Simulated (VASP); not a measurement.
Write the native input for VASP 6.6.1 that does the following.

| Item | Value |
| --- | --- |
| Task | single point |
| Functional | PBE |
| Dispersion | D3(BJ) |
| Potentials or basis | VASP PAW PBE potentials, release 64 (Te, Mo_sv) |
| Cutoff | 520 eV |
| k mesh | 7 × 4 × 1 |
| Occupations | gaussian, width 0.05 eV |
| Spin | no spin polarisation |
| Dipole correction | yes |
| Further INCAR settings | ALGO = Normal; EDIFF = 1e-06; NBANDS = 64 |

The structure of Te2Mo lies in POSCAR:

```
Te2Mo
1.0
    3.4690000000      0.0000000000      0.0000000000
    0.0000000000      6.3300000000      0.0000000000
    0.0000000000      0.0000000000     28.0206132451
Te Mo
8 4
Direct
    0.2500000000      0.5031018379      0.3082840168
    0.7500000000      0.9951591951      0.3291750416
    0.2500000000      0.8537693426      0.4323690012
    0.7500000000      0.3439102567      0.4550750185
    0.7500000000      0.7760425084      0.5446451728
    0.2500000000      0.2794157568      0.5676658631
    0.7500000000      0.4230503957      0.6707769552
    0.2500000000      0.9288908105      0.6917214340
    0.7500000000      0.6055192732      0.3784813799
    0.2500000000      0.2425811779      0.3849656542
    0.2500000000      0.6702661817      0.6145536776
    0.7500000000      0.0321463435      0.6216945995
```

These files were run (other wordings do the same):

INCAR

```
SYSTEM = Te2Mo
PREC     = Accurate       ! precision mode
ENCUT    = 520            ! plane-wave cutoff, eV
EDIFF    = 1E-6           ! SCF threshold, eV
ISMEAR   = 0              ! smearing method
SIGMA    = 0.05           ! smearing width, eV
LREAL    = .False.        ! projectors in reciprocal space
LASPH    = .True.         ! aspherical terms in the spheres
NELM     = 60             ! most SCF steps
ALGO     = Normal         ! electronic algorithm
ISIF     = 2              ! what is computed and relaxed
LWAVE    = .False.        ! write WAVECAR
LCHARG   = .False.        ! write CHGCAR
LDIPOL   = .True.       
IDIPOL   = 3            
DIPOL    = 0.5 0.5 0.500
GGA      = PE             ! functional
IVDW     = 12             ! dispersion correction
NBANDS   = 64             ! bands
```

KPOINTS

```
Automatic mesh
0
Gamma
  7 4 1
  0 0 0
```

Potentials or basis: VASP PAW PBE potentials, release 64 (Te, Mo_sv).

Run with:

```console
$ cat potpaw_PBE.64/Te/POTCAR potpaw_PBE.64/Mo_sv/POTCAR > POTCAR
$ mpirun -np 1 vasp_std > vasp.out
```

It gave:

```
Largest force              : 0.022 eV/Å
Band gap on the k mesh     : zero (band 52 reaches 1.97 eV, above the bottom of band 53 at 1.77 eV)
Dispersion energy per atom : -0.469 eV
```

Caveat: spin-orbit coupling is left out, which moves the levels of the heavy elements.

Wall time 35 min on 1 thread of Intel Xeon 8259CL (shared host), peak memory 0.8 GiB.
